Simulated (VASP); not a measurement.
# CoO (R-3m) in VASP: relaxation of cell and atoms with PBE+D3(BJ)

Aim: the relaxation of cell and atoms of CoO with PBE+D3(BJ).

Everything below comes from runs of VASP 6.6.1. Logs are shortened: lines on timing, memory, paths and dates and some standing lists are left out, and cuts for length are marked.

### Step 1. The cell of the first run

Symmetry: R-3m, No. 166, trigonal system. The conventional cell has a = 3.091 Å, b = 3.091 Å, c = 6.895 Å, α = 90.00°, β = 90.00°, γ = 120.00°. Within 3.1 Å of Co (site symmetry -3m) lie 6 O at 2.12 Å and 12 Co at 2.91 to 3.09 Å. O (site symmetry -3m) has 6 Co at 2.12 Å and 12 O at 2.91 to 3.09 Å within 3.1 Å.

### Step 2. Relaxation of cell and atoms, PBE+D3(BJ), collinear spin, ferromagnetic start

Contents of INCAR:

```
SYSTEM = CoO
ALGO = Normal
EDIFF = 1E-7
EDIFFG = -0.005
ENCUT = 600
GGA = PE
IBRION = 2
ISIF = 3
ISMEAR = 0
ISPIN = 2
IVDW = 12
KPAR = 4
LASPH = .True.
LCHARG = .False.
LMAXMIX = 4
LORBIT = 11
LREAL = .False.
LWAVE = .False.
MAGMOM = 2.7 0.34
NELM = 150
NSW = 70
PREC = Accurate
SIGMA = 0.1
```

Contents of KPOINTS:

```
k-points
0
Gamma
  18 18 18
  0 0 0
```

Contents of POSCAR:

```
CoO
1.0
    1.5453428135      0.8922040894      2.2984950552
   -1.5453428135      0.8922040894      2.2984950552
    0.0000000000     -1.7844081787      2.2984950552
Co O
1 1
Direct
    0.0000000000      0.0000000000      0.0000000000
    0.5000000000      0.5000000000      0.5000000000
```

Potentials or basis: VASP PAW PBE potentials, release 64 (Co, O).

On the command line:

```sh
cat potpaw_PBE.64/Co/POTCAR potpaw_PBE.64/O/POTCAR > POTCAR
mpirun -np 4 vasp_std > vasp.out
```

OUTCAR:

```text
SYSTEM = CoO
   EDIFF = 1E-7
   EDIFFG = -0.005
   ENCUT = 600
   GGA = PE
   IBRION = 2
   ISIF = 3
   ISMEAR = 0
   ISPIN = 2
   IVDW = 12
   LASPH = .True.
   LORBIT = 11
   LREAL = .False.
   NELM = 150
   NSW = 70
   PREC = Accurate
 IVDW          = 12

 ion  position               nearest neighbor table
   1  0.000  0.000  0.000-   2 2.12   2 2.12   2 2.12   2 2.12   2 2.12   2 2.12
   2  0.500  0.500  0.500-   1 2.12   1 2.12   1 2.12   1 2.12   1 2.12   1 2.12

  LATTYP: Found a trigonal (rhomboedric) cell.
 ALAT       =     2.9098439936
 COS(alpha) =     0.4359205762

  Lattice vectors:

 A1 = (   1.5453428135,   0.8922040894,   2.2984950552)
 A2 = (  -1.5453428135,   0.8922040894,   2.2984950552)
 A3 = (   0.0000000000,  -1.7844081787,   2.2984950552)

Analysis of symmetry for initial positions (statically):
=====================================================================
 Subroutine PRICEL returns:
 Original cell was already a primitive cell.

 Routine SETGRP: Setting up the symmetry group for a
 trigonal (rhombohedral) supercell.

 Subroutine GETGRP returns: Found 12 space group operations
 (whereof 12 operations were pure point group operations)
 out of a pool of 12 trial point group operations.

The static configuration has the point symmetry D_3d.

Analysis of symmetry for dynamics (positions and initial velocities):
=====================================================================
 Subroutine PRICEL returns:
 Original cell was already a primitive cell.

 Routine SETGRP: Setting up the symmetry group for a
 trigonal (rhombohedral) supercell.

 Subroutine GETGRP returns: Found 12 space group operations
 (whereof 12 operations were pure point group operations)
 out of a pool of 12 trial point group operations.

The dynamic configuration has the point symmetry D_3d.

Analysis of structural, dynamic, and magnetic symmetry:
=====================================================================
 Subroutine PRICEL returns:
 Original cell was already a primitive cell.

 Routine SETGRP: Setting up the symmetry group for a
 trigonal (rhombohedral) supercell.

 Subroutine GETGRP returns: Found 12 space group operations
 (whereof 12 operations were pure point group operations)
 out of a pool of 12 trial point group operations.

The overall configuration has the point symmetry D_3d.

 Subroutine INISYM returns: Found 12 space group operations
 (whereof 12 operations are pure point group operations),
 and found     1 'primitive' translations

----------------------------------------------------------------------------------------

                                     Primitive cell

  volume of cell :      19.0145

  direct lattice vectors                    reciprocal lattice vectors
     1.545342814  0.892204089  2.298495055     0.323552804  0.186803298  0.145022428
    -1.545342814  0.892204089  2.298495055    -0.323552804  0.186803298  0.145022428
     0.000000000 -1.784408179  2.298495055     0.000000000 -0.373606597  0.145022428

  length of vectors
     2.909843994  2.909843994  2.909843994     0.400766009  0.400766009  0.400766009

  position of ions in fractional coordinates (direct lattice)
     0.000000000  0.000000000  0.000000000
     0.500000000  0.500000000  0.500000000

  ion indices of the primitive-cell ions
   primitive index   ion index
                 1           1
                 2           2

----------------------------------------------------------------------------------------

 KPOINTS: k-points

Automatic generation of k-mesh.
 Grid dimensions read from file:
 generate k-points for:   18   18   18

 Generating k-lattice:

  Cartesian coordinates                     Fractional coordinates (reciprocal lattice)
     0.017975156  0.010377961  0.008056802     0.055555556 -0.000000000  0.000000000
    -0.017975156  0.010377961  0.008056802    -0.000000000  0.055555556  0.000000000
     0.000000000 -0.020755922  0.008056802     0.000000000  0.000000000  0.055555556

  Length of vectors
     0.022264778  0.022264778  0.022264778

  Shift w.r.t. Gamma in fractional coordinates (k-lattice)
     0.000000000  0.000000000  0.000000000

 Subroutine IBZKPT returns following result:
 ===========================================

 Found    580 irreducible k-points:

 Following reciprocal coordinates:
            Coordinates               Weight
  0.000000  0.000000  0.000000      1.000000
  0.055556  0.000000  0.000000      6.000000
  0.111111  0.000000  0.000000      6.000000
  0.166667  0.000000  0.000000      6.000000
  0.222222  0.000000  0.000000      6.000000
  0.277778  0.000000  0.000000      6.000000
[... 16 lines left out ...]
 -0.277778  0.055556 -0.000000     12.000000
 -0.222222  0.055556  0.000000     12.000000
 [... further k-points ...]
   k-points           NKPTS =    580   k-points in BZ     NKDIM =    580   number of bands    NBANDS=     13
   number of dos      NEDOS =    301   number of ions     NIONS =      2
   total plane-waves  NPLWV =  13824
   dimension x,y,z NGX =    24 NGY =   24 NGZ =   24
   dimension x,y,z NGXF=    48 NGYF=   48 NGZF=   48
   ions per type =               1   1
   NGX,Y,Z   is equivalent  to a cutoff of  13.71, 13.71, 13.71 a.u.
   NGXF,Y,Z  is equivalent  to a cutoff of  27.42, 27.42, 27.42 a.u.
 SYSTEM =  CoO
   PREC   = accura    normal or accurate (medium, high low for compatibility)
   ISTART =      0    job   : 0-new  1-cont  2-samecut
   ICHARG =      2    charge: 1-file 2-atom 10-const
   ISPIN  =      2    spin polarized calculation?
   LNONCOLLINEAR =      F non collinear calculations
   LSORBIT =      F    spin-orbit coupling
   LASPH  =      T    aspherical Exc in radial PAW
   ENCUT  =  600.0 eV  44.10 Ry    6.64 a.u.   5.81  5.81  5.81*2*pi/ulx,y,z
   NELM   =    150;   NELMIN=  2; NELMDL= -5     # of ELM steps
   EDIFF  = 0.1E-06   stopping-criterion for ELM
   LREAL  =      F    real-space projection
   EDIFFG = -.5E-02   stopping-criterion for IOM
   NSW    =     70    number of steps for IOM
   IBRION =      2    ionic relax: 0-MD 1-quasi-New 2-CG
   NFREE  =      1    steps in history (QN), initial steepest desc. (CG)
   ISIF   =      3    stress and relaxation
   ISYM   =      2    0-nonsym 1-usesym 2-fastsym
   POTIM  = 0.5000    time-step for ionic-motion
   TEBEG  =    0.0;   TEEND  =   0.0 temperature during run
   PSTRESS=    0.0 pullay stress
   NELECT =      15.0000    total number of electrons
   NUPDOWN=      -1.0000    fix difference up-down
   EMIN   =  10.00;   EMAX   =-10.00  energy-range for DOS
   EFERMI =   0.00;   METHOD = LEGACY
   ISMEAR =     0;   SIGMA  =   0.10  broadening in eV -4-tet -1-fermi 0-gaus
   EFERMI_NEDOS =   21; number of points for ismear=-14 and -15
   IALGO  =     38    algorithm
   IMIX   =      4    mixing-type and parameters
     AMIX     =   0.40;   BMIX     =  1.00
     AMIX_MAG =   1.60;   BMIX_MAG =  1.00
  volume/ion in A,a.u.               =       9.51        64.16
  Fermi-wavevector in a.u.,A,eV,Ry     =   1.512669  2.858530 31.132417  2.288168
  Thomas-Fermi vector in A             =   2.622563
   LORBIT       =     11    0 simple, 1 ext, 2 COOP (PROOUT), +10 PAW based schemes
   GGA     = PE    functional components
   LHFCALC =     F    Hartree Fock is set to
   AEXX    =    0.0000 exact exchange contribution
   IVDW    =    12    specifies the selected vdW correction
   LEPSILON=     F    determine dielectric tensor
   LRPA    =     F    only Hartree local field effects (RPA)
 conjugate gradient relaxation of ions
 spin polarized calculation
 Gauss-broadening in eV      SIGMA  =   0.10
  energy-cutoff  :      600.00
  volume of cell :       19.01
 maximum number of plane-waves:       651
   NGX = 11   NGY = 11   NGZ = 11

--------------------------------------- Ionic step        1  -------------------------------------------

 number of electron      15.0000001 magnetization       2.8457598

 Free energy of the ion-electron system (eV)
  ---------------------------------------------------
  ext. energy  EPLUGINS =         0.00000000
  ---------------------------------------------------
  free energy    TOTEN  =       -13.06594631 eV

  energy without entropy =      -13.04886491  energy(sigma->0) =      -13.05740561

------------------------ aborting loop because EDIFF is reached ----------------------------------------

 Edisp (eV)   -0.45095

 E8    (eV) :    -0.1716
[... 105 lines left out ...]
  FREE ENERGIE OF THE ION-ELECTRON SYSTEM (eV)
  ---------------------------------------------------
  free  energy   TOTEN  =       -13.5179755284 eV

  energy  without entropy=      -13.5003115354  energy(sigma->0) =      -13.50914353

[... ionic steps 4 to 7 ...]

--------------------------------------- Ionic step        8  -------------------------------------------

 number of electron      15.0000005 magnetization       2.7333849

------------------------ aborting loop because EDIFF is reached ----------------------------------------
[... 75 lines left out ...]
--------------------------------------- Ionic step       10  -------------------------------------------

 number of electron      15.0000006 magnetization       2.7426292

 Free energy of the ion-electron system (eV)
  ---------------------------------------------------
  ext. energy  EPLUGINS =         0.00000000
  ---------------------------------------------------
  free energy    TOTEN  =       -13.06000075 eV

  energy without entropy =      -13.04332696  energy(sigma->0) =      -13.05166385

 E-fermi :   8.5257     XC(G=0): -12.6915

 val. band max:        8.5250611830   @ k =  -0.3889   0.0556   0.0556
 cond. band min:       8.5259628239   @ k =  -0.1667   0.2778   0.0556
 fundamental gap:      0.0009016410
 Fermi energy:         8.5256941090

 spin component 1

 k-point     1 :       0.0000    0.0000    0.0000
  band No.  band energies     occupation
      1     -12.0396      1.00000
      2       5.0800      1.00000
      3       5.0800      1.00000
      4       5.1708      1.00000
      5       5.1708      1.00000
      6       5.4300      1.00000
      7       5.4300      1.00000
      8       5.6770      1.00000
      9       5.7936      1.00000
     10       9.8297      0.00000
     11      25.4571      0.00000
     12      26.1834      0.00000
     13      26.1834      0.00000
[... 356 lines left out ...]
      2       2.0513      1.00000
      3       3.1302      1.00000
      4       3.5407      1.00000
      5       5.6949      1.00000
      6       5.9427      1.00000
      7       6.2147      1.00000
      8       7.2424      1.00000
      9       7.8255      1.00000
     10      12.4891      0.00000
     11      20.3558      0.00000
     12      23.9113      0.00000
     13      25.9966      0.00000

 [... further k-points ...]

 spin component 2

 k-point     1 :       0.0000    0.0000    0.0000
  band No.  band energies     occupation
      1     -11.5954      1.00000
      2       5.5526      1.00000
      3       5.5526      1.00000
      4       6.2311      1.00000
      5       7.1419      1.00000
      6       7.1419      1.00000
      7       7.5459      1.00000
      8       8.5532      0.34850
      9       8.5532      0.34850
     10      10.3761      0.00000
     11      25.4050      0.00000
     12      26.6944      0.00000
     13      26.6944      0.00000
[... 401 lines left out ...]
  FREE ENERGIE OF THE ION-ELECTRON SYSTEM (eV)
  ---------------------------------------------------
  free  energy   TOTEN  =       -13.5250348274 eV

  energy  without entropy=      -13.5083610389  energy(sigma->0) =      -13.51669793

 reached required accuracy - stopping structural energy minimisation

 total charge

# of ion       s       p       d       tot
------------------------------------------
    1        0.308   0.385   7.183   7.877
    2        1.554   3.439   0.000   4.993
--------------------------------------------------
tot          1.862   3.824   7.183  12.870

 magnetization (x)

# of ion       s       p       d       tot
------------------------------------------
    1        0.020   0.019   2.398   2.437
    2        0.029   0.232   0.000   0.261
--------------------------------------------------
tot          0.049   0.251   2.398   2.698
```

It took 23 min on 4 MPI ranks of Oxide Virtual Turin-like, shared host; peak memory 0.39 GiB.

What came out:

```
Free energy                                           : -13.5250 eV
Relaxed volume                                        : 9.22 Å³/atom
Relaxed cell                                          : a = 2.870 Å, b = 2.870 Å, c = 2.870 Å, α = 64.70°, β = 64.70°, γ = 64.70°
Space group after relaxing (to 0.1 Å)                 : R-3m (No. 166)
Energy gained by relaxing                             : 4.1 meV/atom
Ionic steps                                           : 10
Pressure after relaxing                               : 0.0 GPa
Net moment                                            : 2.74 μB per cell
Site moments                                          : Co +2.44; O +0.26 μB
Valence electrons inside the program's atomic spheres : Co 7.88; O 4.99
Dispersion energy per atom                            : -0.233 eV
```

Step by step:
| step | energy change (eV) | largest force (eV/Å) | pressure (GPa) | volume (Å³) |
| --- | --- | --- | --- | --- |
| 1 | 0.0000 | 0.0000 | -1.57 | 19.01 |
| 2 | -0.0052 | 0.0000 | -2.61 | 18.76 |
| 3 | -0.0011 | 0.0000 | 4.42 | 18.01 |
| 4 | -0.0076 | 0.0000 | -0.11 | 18.48 |
| 5 | -0.0076 | 0.0000 | 0.00 | 18.47 |
| 6 | -0.0078 | 0.0000 | 0.24 | 18.43 |
| 7 | -0.0079 | 0.0000 | 0.64 | 18.38 |
| 8 | -0.0080 | 0.0000 | 0.50 | 18.39 |
| 9 | -0.0081 | 0.0000 | 0.11 | 18.42 |
| 10 | -0.0081 | 0.0000 | 0.00 | 18.43 |

Final structure:
```
CELL_PARAMETERS angstrom
1.53558 0.88657 2.25627
-1.53558 0.88657 2.25627
0.00000 -1.77314 2.25627
ATOMIC_POSITIONS crystal
Co 0.00000 0.00000 0.00000
O 0.50000 0.50000 0.50000
```

Caveat: a cell with one magnetic atom can't hold antiferromagnetic order, which such compounds often take; semilocal functionals often make such compounds metallic where correlation or magnetic order opens a gap, which also shifts bond lengths. With open d or f shells a metallic result of PBE can be an artefact of self-interaction; +U or a hybrid may open a gap.
